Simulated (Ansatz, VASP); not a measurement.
# Two plane-wave programs on Te2Mo

```
CELL_PARAMETERS angstrom
4.53904 2.62062 2.66204
-4.53904 2.62062 2.66204
0.00000 -5.24123 2.66204
ATOMIC_POSITIONS crystal
Te 0.00000 0.00000 0.50000
Te 0.50000 0.00000 0.00000
Te 0.00000 0.50000 0.00000
Te 0.50000 0.50000 0.50000
Mo 0.85711 0.85711 0.85711
Mo 0.14289 0.14289 0.14289
```

Alike in both runs: task relaxation of cell and atoms; functional PBE; k mesh 6 × 6 × 6; occupations gaussian, width 0.1 eV; no spin polarisation.

```csv
,VASP,Ansatz
version,VASP 6.6.1,Ansatz 0.2.0
potentials or method,"VASP PAW PBE potentials, release 64 (Te, Mo_sv), cutoff 600 eV","scalar-relativistic, plane waves, PAW"
valence electrons in the cell,52,92
```

Ansatz gave:

```
gap on the k mesh at the Fermi level, each at its own relaxed structure (eV) : none
relaxed volume (Å³/atom)                                                     : 31.79
relaxed length of the cell vector where the two differ most in proportion (Å)              : 5.884
```

Problem. Which values does VASP return?

Solution. gap on the k mesh at the Fermi level, each at its own relaxed structure (eV): none; relaxed volume (Å³/atom): 31.74; relaxed length of the cell vector where the two differ most in proportion (Å): 5.879.

A gap of «none» marks a metal or a gap that the smearing closes. VASP's potentials hold 52 valence electrons a cell and Ansatz's 92, so a difference there can come from the potentials and not from the codes.

Spin-orbit coupling is off throughout.
